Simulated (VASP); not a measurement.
# Al (a cell with a defect): single point with PBE

The system is Al (a cell with a defect).

```
Al
1.0
     8.10000    0.00000    0.00000
     0.00000    8.10000    0.00000
     0.00000    0.00000    8.10000
Al
31
Direct
  0.49722 0.00188 0.00001
  0.74919 0.25012 0.00009
  0.74920 0.99927 0.25074
  0.00139 0.00213 0.00004
  0.49728 0.49825 0.00009
  0.74923 0.74993 0.99997
  0.24921 0.00187 0.24820
  0.49702 0.25010 0.24791
  0.74920 0.50093 0.25097
  0.50024 0.99935 0.49993
  0.74915 0.25006 0.49991
  0.74927 0.99917 0.74919
  0.00136 0.49793 0.00006
  0.24926 0.75004 0.00005
  0.00128 0.25000 0.24814
  0.24932 0.49823 0.24807
  0.50010 0.75010 0.25099
  0.99825 0.99912 0.50000
  0.24908 0.25003 0.50012
  0.50005 0.50084 0.50003
  0.74915 0.75010 0.49995
  0.24926 0.00192 0.75191
  0.49721 0.25000 0.75209
  0.74921 0.50076 0.74912
  0.99817 0.75005 0.25078
  0.99842 0.50109 0.50001
  0.24919 0.75016 0.49989
  0.00110 0.24996 0.75190
  0.24930 0.49811 0.75205
  0.50005 0.75000 0.74894
  0.99838 0.75003 0.74922
```

| Item | Value |
| --- | --- |
| Program | VASP 6.6.1 |
| Task | single point |
| Functional | PBE |
| Potentials or basis | VASP PAW PBE potentials, release 64 (Al) |
| Cutoff | 520 eV |
| k mesh | 3 × 3 × 3 |
| Occupations | gaussian, width 0.05 eV |
| Spin | no spin polarisation |
| Dipole correction | no |
| Further INCAR settings | LREAL = Auto; ALGO = Normal; EDIFF = 1e-07; NBANDS = 68 |

```yaml
Pressure: -1.1 GPa
Largest_force: 0.009 eV/Å
```

Forces in eV/Å, atoms in the order of the input:
```
Al   0.004  0.003  0.000
Al  -0.003  0.000  0.001
Al   0.000 -0.006  0.005
Al  -0.001 -0.001 -0.001
Al   0.004 -0.004 -0.003
Al  -0.002  0.000 -0.002
Al   0.001  0.003 -0.003
Al   0.005 -0.002 -0.001
Al   0.000  0.001  0.002
Al   0.001 -0.007  0.002
Al  -0.001  0.002 -0.001
Al  -0.003 -0.005 -0.003
Al  -0.001  0.000 -0.001
Al  -0.003  0.001  0.000
Al   0.000  0.003 -0.002
Al  -0.002 -0.004  0.002
Al   0.005  0.000  0.005
Al  -0.003 -0.004  0.000
Al  -0.001  0.001 -0.001
Al   0.005  0.007  0.001
Al  -0.002  0.000  0.003
Al   0.000  0.001  0.001
Al   0.003  0.000  0.001
Al   0.000  0.009 -0.004
Al   0.000  0.000  0.004
Al  -0.004  0.001  0.001
Al  -0.003 -0.001  0.002
Al   0.004  0.003  0.002
Al  -0.002 -0.003 -0.002
Al   0.005  0.001 -0.004
Al  -0.005 -0.001 -0.005
```

Levels at points of the mesh, in eV from the Fermi level:
| k point | band 43 | band 44 | band 45 | band 46 | band 47 | band 48 | band 49 | band 50 | band 51 | band 52 |
| --- | --- | --- | --- | --- | --- | --- | --- | --- | --- | --- |
| (0.00, 0.00, 0.00) | -0.27 | -0.27 | -0.27 | 0.42 | 0.51 | 0.51 | 0.51 | 0.56 | 0.56 | 1.27 |

It took 32 min on 1 thread of AMD EPYC 7R13, with other jobs on the host, peak memory 0.6 GiB.
